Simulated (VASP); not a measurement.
Wanted: the native input for a VASP 6.6.1 run.

| Property | Result |
| --- | --- |
| Task | single point |
| Functional | PBEsol |
| Potentials or basis | VASP PAW PBE potentials, release 64 (Sb) |
| Cutoff | 520 eV |
| k mesh | 12 × 12 × 7 |
| Occupations | fermi-dirac, width 0.05 eV |
| Spin | no spin polarisation |
| Dipole correction | no |
| Further INCAR settings | ALGO = Normal; EDIFF = 1e-06; NBANDS = 12 |

The structure of Sb lies in POSCAR:

```
Sb
1.0
    3.3801929534      0.0000000000      0.0000000000
   -1.6900964767      2.9273329673      0.0000000000
    0.0000000000      0.0000000000      5.3477077713
Sb
2
Direct
    0.3333333333      0.6666666667      0.2500000000
    0.6666666667      0.3333333333      0.7500000000
```

This cell differs from its parent crystal: volume scaled by 1.01.

These files were run (other wordings do the same):

INCAR

```
SYSTEM = Sb
PREC = Accurate
ENCUT = 520
EDIFF = 1E-6
ISMEAR = -1
SIGMA = 0.05
LREAL = .FALSE.
LASPH = .TRUE.
NELM = 100
ALGO = Normal
ISIF = 2
LWAVE = .FALSE.
LCHARG = .FALSE.
GGA = PS
NBANDS = 12
```

KPOINTS

```
regular mesh
0
G
  12 12 7
  0 0 0
```

Potentials or basis: VASP PAW PBE potentials, release 64 (Sb).

Launch:

```bash
$ cat potpaw_PBE.64/Sb/POTCAR > POTCAR
$ mpirun -np 1 vasp_std > vasp.out
```

It gave:

```
Pressure               : -0.8 GPa
Band gap on the k mesh : zero (band 5 reaches 12.58 eV, above the bottom of band 6 at 5.70 eV)
```

Caveat: the PAW data sets were made with another functional, which shifts forces and pressure a little; spin-orbit coupling is left out, which moves the levels of the heavy elements.

Run time: 12 s on 1 thread of Intel(R) Xeon(R) 6975P-C (Granite Rapids) (shared host), peak memory 0.19 GiB.
